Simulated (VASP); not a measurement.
NaH:

```
Na H
1.0
     0.00000    2.59692    2.46474
     2.59692    0.00000    2.46474
     2.59692    2.59692    0.00000
Na H
1 1
Direct
  0.00000 0.00000 0.00000
  0.25000 0.25000 0.25000
```

This cell differs from its parent crystal: uniaxial z strain -5.1%.

Base run:

* Program: VASP 6.6.1
* Functional: r2SCAN
* Potentials or basis: VASP PAW PBE potentials, release 64 (Na_pv, H)
* Cutoff: 520 eV
* k mesh: 8 × 8 × 8
* Occupations: gaussian, width 0.01 eV
* Spin: no spin polarisation

Its results: band gap on the k mesh 4.03 eV (least direct gap 4.82 eV); pressure 0.9 GPa.

Q: The run is repeated on the same cell with these changes: functional from r2SCAN to HSE06; k mesh from 8 × 8 × 8 to 6 × 6 × 6. What comes out?

A: Band gap on the k mesh 4.59 eV (least direct gap 5.47 eV); pressure 1.1 GPa.

Several settings changed at once.

Caveats: the structure was generated, so it needn't be the stable form of NaH; the PAW data sets were made with another functional, which shifts forces and pressure a little.

A k mesh can miss the band edges.
